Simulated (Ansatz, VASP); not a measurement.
# Nb in VASP and in Ansatz

```
Nb
1.0
    -1.67195    1.67195    1.67195
     1.67195   -1.67195    1.67195
     1.67195    1.67195   -1.67195
Nb
1
Direct
  0.00000 0.00000 0.00000
```

Alike in both runs: task single point; functional PBE; k mesh 18 × 18 × 18; occupations gaussian, width 0.1 eV; no spin polarisation.

```csv
,VASP,Ansatz
version,VASP 6.6.1,Ansatz 0.2.0
potentials or method,"VASP PAW PBE potentials, release 64 (Nb_sv), cutoff 520 eV","scalar-relativistic, plane waves, PAW"
valence electrons in the cell,13,13
```

|  | VASP | Ansatz | Ansatz less VASP |
| --- | --- | --- | --- |
| gap on the k mesh at the Fermi level (eV) | none | none | - |
| pressure (GPa) | -5.1 | -4.7 | +0.35 |

A gap of «none» marks a metal or a gap that the smearing closes.
